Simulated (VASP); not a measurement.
Set up this calculation in VASP 6.6.1, as the native input.

| Property | Result |
| --- | --- |
| Task | single point |
| Functional | PBE |
| Potentials or basis | VASP PAW PBE potentials, release 64 (Al, N) |
| Cutoff | 520 eV |
| k mesh | 10 × 10 × 10 |
| Occupations | fermi-dirac, width 0.02 eV |
| Spin | no spin polarisation |
| Dipole correction | no |
| Further INCAR settings | ALGO = Normal; EDIFF = 1e-07; NBANDS = 11 |

The structure of AlN lies in POSCAR:

```
AlN
1.0
    0.0000000000      2.1658679959      2.1658679959
    2.1658679959      0.0000000000      2.1658679959
    2.1658679959      2.1658679959      0.0000000000
Al N
1 1
Direct
    0.0000000000      0.0000000000      0.0000000000
    0.2500000000      0.2500000000      0.2500000000
```

This cell differs from its parent crystal: strain -0.9%.

These files were run (other wordings do the same):

INCAR

```
SYSTEM = AlN
PREC = Accurate
ENCUT = 520
EDIFF = 1E-7
ISMEAR = -1
SIGMA = 0.02
LREAL = .FALSE.
LASPH = .TRUE.
NELM = 60
ALGO = Normal
ISIF = 2
LWAVE = .FALSE.
LCHARG = .FALSE.
GGA = PE
NBANDS = 11
```

KPOINTS

```
regular mesh
0
G
  10 10 10
  0 0 0
```

Potentials or basis: VASP PAW PBE potentials, release 64 (Al, N).

Launch:

```sh
$ cat potpaw_PBE.64/Al/POTCAR potpaw_PBE.64/N/POTCAR > POTCAR
$ mpirun -np 1 vasp_std > vasp.out
```

Results of the run:

```yaml
Pressure: 10.1 GPa
Band_gap_on_the_k_mesh: 3.33 eV (least direct gap 4.42 eV)
```

Caveat: the cell differs from its parent crystal (strain -0.9%); the cell stands under pressure.

Run time: 6.1 s on 1 thread of Intel(R) Xeon(R) Platinum 8375C CPU @ 2.90GHz (Ice Lake), on a shared host, peak memory 0.13 GiB.
